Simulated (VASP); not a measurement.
Crystal: Bi.

```
CELL_PARAMETERS angstrom
3.48860 -3.13258 0.00000
3.48860 3.13258 0.00000
-1.26023 0.00000 3.11355
ATOMIC_POSITIONS crystal
Bi 0.75306 0.75306 0.85738
Bi 0.24694 0.24694 0.14262
```

| Item | Value |
| --- | --- |
| Program | VASP 6.6.1 |
| Task | relaxation of cell and atoms |
| Functional | LDA |
| Potentials or basis | VASP PAW LDA potentials, release 64 (Bi_d) |
| Cutoff | 600 eV |
| k mesh | 6 × 6 × 9 |
| Occupations | fermi-dirac, width 0.05 eV |
| Spin | no spin polarisation |

At the start: pressure -3.6 GPa; volume 34.03 Å³/atom.

Question: How do energy, volume and symmetry change on relaxing?

Answer: Over 43 steps the energy falls by 30.1 meV/atom and the volume is 31.66 Å³/atom (-7.0 %); space group C2/m (No. 12, to 0.1 Å) before and after.

The path:
| step | energy change (eV) | largest force (eV/Å) | pressure (GPa) | volume (Å³) |
| --- | --- | --- | --- | --- |
| 1 | 0.0000 | 0.0844 | -3.57 | 68.05 |
| 3 | -0.0568 | 0.0320 | -0.26 | 63.41 |
| 5 | -0.0567 | 0.0332 | 0.22 | 63.27 |
| 7 | -0.0572 | 0.0318 | -0.16 | 63.59 |
| 9 | -0.0576 | 0.0284 | 0.02 | 63.39 |
| 11 | -0.0578 | 0.0250 | 0.00 | 63.40 |
| 13 | -0.0580 | 0.0223 | -0.04 | 63.31 |
| 15 | -0.0581 | 0.0182 | -0.02 | 63.33 |
| 17 | -0.0582 | 0.0162 | 0.01 | 63.26 |
| 19 | -0.0583 | 0.0134 | 0.02 | 63.25 |
| 21 | -0.0587 | 0.0184 | -0.05 | 63.34 |
| 23 | -0.0592 | 0.0227 | -0.27 | 63.73 |
| 25 | -0.0593 | 0.0097 | -0.20 | 63.55 |
| 27 | -0.0594 | 0.0125 | -0.25 | 63.58 |
| 29 | -0.0596 | 0.0160 | -0.21 | 63.56 |
| 31 | -0.0597 | 0.0192 | -0.16 | 63.50 |
| 33 | -0.0600 | 0.0168 | 0.07 | 63.22 |
| 35 | -0.0600 | 0.0138 | 0.07 | 63.26 |
| 37 | -0.0601 | 0.0088 | -0.03 | 63.36 |
| 39 | -0.0601 | 0.0074 | -0.03 | 63.34 |
| 41 | -0.0602 | 0.0077 | 0.01 | 63.30 |
| 43 | -0.0602 | 0.0090 | 0.00 | 63.31 |

Final structure:
```yaml
crystal:
  lattice:
    - [3.44220, -3.00777, -0.02174]
    - [3.44220, 3.00777, -0.02174]
    - [-1.26297, 0.00000, 3.06569]
  atoms:
    - { symbol: Bi, position: [0.75299, 0.75299, 0.84053] }
    - { symbol: Bi, position: [0.24701, 0.24701, 0.15947] }
```
